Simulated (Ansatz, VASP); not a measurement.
# YAl3N4: VASP beside Ansatz

Contents of INCAR:

```
SYSTEM = YAl3N4
PREC = Accurate
ENCUT = 600
EDIFF = 1E-6
ISMEAR = 0
SIGMA = 0.01
LREAL = .FALSE.
LASPH = .TRUE.
NELM = 120
ALGO = Normal
ISIF = 2
LWAVE = .FALSE.
LCHARG = .FALSE.
GGA = PE
NBANDS = 54
GGA_COMPAT = .FALSE.
```

File KPOINTS:

```
Automatic mesh
0
G
  6 6 4
  0 0 0
```

Contents of POSCAR:

```
YAl3N4
1.0
    4.9231660106     -2.8248863062     -0.0080579072
   -3.3082283317     -0.0599135560     -5.0393899563
    3.4184578894      5.8859030984     -0.0040535219
Y Al N
2 6 8
Direct
    0.3611098048      0.0578669640      0.0131809704
    0.9469827147      0.5558349782      0.1397965137
    0.8576431425      0.0510854571      0.2639314468
    0.3601223986      0.0536215806      0.5143805318
    0.8609276290      0.0534732851      0.7617492852
    0.4419782099      0.5520521951      0.3904487807
    0.9434636404      0.5526047666      0.6381410430
    0.4437273767      0.5554367469      0.8865342620
    0.6092313495      0.5615816271      0.1410391165
    0.1183822947      0.5659548191      0.3955091282
    0.6171746198      0.5649086318      0.6403356270
    0.1159388186      0.5642339058      0.8880002080
    0.7028155364      0.0612499605      0.0152939323
    0.1957547604      0.0620295796      0.2688377866
    0.6979921998      0.0642712177      0.5158183863
    0.1987555044      0.0677942849      0.7630029811
```

Input for Ansatz:

```yaml
crystal:
  lattice:
    - [4.9231660106, -2.8248863062, -0.0080579072]
    - [-3.3082283317, -0.059913556, -5.0393899563]
    - [3.4184578894, 5.8859030984, -0.0040535219]
  atoms:
    - { symbol: "Y", position: [0.3611098048, 0.057866964, 0.0131809704] }
    - { symbol: Al, position: [0.8576431425, 0.0510854571, 0.2639314468] }
    - { symbol: Al, position: [0.3601223986, 0.0536215806, 0.5143805318] }
    - { symbol: Al, position: [0.860927629, 0.0534732851, 0.7617492852] }
    - { symbol: "Y", position: [0.9469827147, 0.5558349782, 0.1397965137] }
    - { symbol: Al, position: [0.4419782099, 0.5520521951, 0.3904487807] }
    - { symbol: Al, position: [0.9434636404, 0.5526047666, 0.638141043] }
    - { symbol: Al, position: [0.4437273767, 0.5554367469, 0.886534262] }
    - { symbol: "N", position: [0.6092313495, 0.5615816271, 0.1410391165] }
    - { symbol: "N", position: [0.1183822947, 0.5659548191, 0.3955091282] }
    - { symbol: "N", position: [0.6171746198, 0.5649086318, 0.640335627] }
    - { symbol: "N", position: [0.1159388186, 0.5642339058, 0.888000208] }
    - { symbol: "N", position: [0.7028155364, 0.0612499605, 0.0152939323] }
    - { symbol: "N", position: [0.1957547604, 0.0620295796, 0.2688377866] }
    - { symbol: "N", position: [0.6979921998, 0.0642712177, 0.5158183863] }
    - { symbol: "N", position: [0.1987555044, 0.0677942849, 0.7630029811] }
basis:
  ecutwfc: 420
  xc_grid: 2
kpoints:
  mp_grid: { grid: [6, 6, 4] }
hamiltonian:
  xc: pbe
  pseudopotentials: { kind: paw, azcp: { folder: soft_1 } }
scf:
  occupations: { method: fixed }
output:
  forces: true
  stress: true
  eigenvalues: true
  polarization: {}
```

Change from the starting cell: polar distortion scaled by 0.10.

Alike in both runs: task single point; functional PBE; k mesh 6 × 6 × 4; no spin polarisation.

```csv
,VASP,Ansatz
version,VASP 6.6.1,Ansatz 0.2.0
potentials or method,"VASP PAW PBE potentials, release 64 (Y_sv, Al, N), cutoff 600 eV","scalar-relativistic, plane waves, PAW"
occupations,"gaussian, width 0.01 eV",fixed
valence electrons in the cell,80,80
```

|  | VASP | Ansatz | Ansatz less VASP |
| --- | --- | --- | --- |
| gap on the k mesh at the Fermi level (eV) | 1.94 | 1.94 | +0.003 |
| least direct gap on the mesh (eV) | 1.94 | 1.94 | +0.003 |
| pressure (GPa) | 9.8 | 10.1 | +0.26 |
| rms of the force components (eV/Å) | 2.243 | 2.239 | -0.0048 |
